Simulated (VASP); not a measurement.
Input of a VASP 6.6.1 run:

INCAR

```
SYSTEM = SnSe
PREC = Accurate ; ENCUT = 500
EDIFF = 1E-6 ; ISMEAR = 0
SIGMA = 0.01 ; LREAL = .FALSE.
LASPH = .TRUE. ; NELM = 120
ALGO = Normal ; ISIF = 2
LWAVE = .FALSE. ; LCHARG = .FALSE.
GGA = CA ; NBANDS = 50
GGA_COMPAT = .FALSE.
```

Contents of KPOINTS:

```
regular mesh
0
G
  2 6 6
  0 0 0
```

File POSCAR:

```
SnSe
1.0
   11.5794963732      0.0000000000      0.0000000000
    0.0000000000      4.1271461132      0.0000000000
    0.0000000000      0.0000000000      4.5666930321
Sn Se
4 4
Direct
    0.1187874300      0.2500000000      0.1129354511
    0.3812125700      0.7500000000      0.6129354511
    0.6187874300      0.2500000000      0.3870645489
    0.8812125700      0.7500000000      0.8870645489
    0.3531524710      0.2500000000      0.0119862630
    0.1468475290      0.7500000000      0.5119862630
    0.8531524710      0.2500000000      0.4880137370
    0.6468475290      0.7500000000      0.9880137370
```

Potentials or basis: VASP PAW LDA potentials, release 64 (Sn_d, Se).

The run is started by

```console
$ cat potpaw_LDA.64/Sn_d/POTCAR potpaw_LDA.64/Se/POTCAR > POTCAR
$ mpirun -np 1 vasp_std > vasp.out
```

**Question.** Predict the largest force.

**Answer.** 0.054 eV/Å.

**Question.** Estimate the pressure.

**Answer.** -2.1 GPa.

Stress tensor (GPa, compression positive):
```
-2.07  0.00  0.00
 0.00 -2.01  0.00
 0.00  0.00 -2.35
```
